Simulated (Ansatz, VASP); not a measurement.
## LiF: VASP beside Ansatz

```
Li F
1.0
     0.00000    2.13736    2.13736
     2.13736    0.00000    2.13736
     2.13736    2.13736    0.00000
Li F
1 1
Direct
  0.00000 0.00000 0.00000
  0.25000 0.25000 0.25000
```

Alike in both runs: task single point; functional PBE; k mesh 8 × 8 × 8; no spin polarisation.

```csv
,VASP,Ansatz
version,VASP 6.6.1,Ansatz 0.2.0
potentials or method,"VASP PAW PBE potentials, release 64 (Li_sv, F)","plane waves, PAW"
plane-wave cutoff (eV),520,420
occupations,"gaussian, width 0.01 eV",fixed
valence electrons in the cell,10,10
```

```tsv
	VASP	Ansatz	Ansatz less VASP
gap on the k mesh at the Fermi level (eV)	7.97	7.99	+0.013
```

Noted on VASP's run: the cutoff is short for stress, so the pressure is rough.
